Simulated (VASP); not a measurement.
Write the native input for VASP 6.6.1 that does the following.

```
Task                   : single point
Functional             : PBE
Dispersion             : D3(BJ)
Potentials or basis    : VASP PAW PBE potentials, release 64 (Ca_sv)
Cutoff                 : 500 eV
k mesh                 : 6 × 6 × 6
Occupations            : gaussian, width 0.1 eV
Spin                   : no spin polarisation
Dipole correction      : no
Further INCAR settings : ALGO = Normal; EDIFF = 1e-06; NBANDS = 11
```

The structure of Ca lies in POSCAR:

```
Ca
1.0
    0.0000000000      2.7942000000      2.7942000000
    2.7942000000      0.0000000000      2.7942000000
    2.7942000000      2.7942000000      0.0000000000
Ca
1
Direct
    0.0000000000      0.0000000000      0.0000000000
```

One way to write it, as run:

INCAR

```
SYSTEM = Ca
PREC     = Accurate       ! precision mode
ENCUT    = 500            ! plane-wave cutoff, eV
EDIFF    = 1E-6           ! SCF threshold, eV
ISMEAR   = 0              ! smearing method
SIGMA    = 0.1            ! smearing width, eV
LREAL    = .FALSE.        ! projectors in reciprocal space
LASPH    = .TRUE.         ! aspherical terms in the spheres
NELM     = 120            ! most SCF steps
ALGO     = Normal         ! electronic algorithm
ISIF     = 2              ! what is computed and relaxed
LWAVE    = .FALSE.        ! write WAVECAR
LCHARG   = .FALSE.        ! write CHGCAR
GGA      = PE             ! functional
IVDW     = 12             ! dispersion correction
NBANDS   = 11             ! bands
GGA_COMPAT= .FALSE.
```

KPOINTS

```
Automatic mesh
0
G
  6 6 6
  0 0 0
```

Potentials or basis: VASP PAW PBE potentials, release 64 (Ca_sv).

Command:

```console
$ cat potpaw_PBE.64/Ca_sv/POTCAR > POTCAR
$ mpirun -np 1 vasp_std > vasp.out
```

Results of the run:

* Pressure: -1.4 GPa
* Band gap on the k mesh: zero (band 5 reaches 1.84 eV, above the bottom of band 6 at 1.65 eV)
* Dispersion energy per atom: -0.222 eV

Caveat: pairwise dispersion overbinds metals, which lowers pressure and volume.

Run time: 18 s on 1 thread of Intel Xeon 8259CL, with other jobs on the host, peak memory 0.17 GiB.
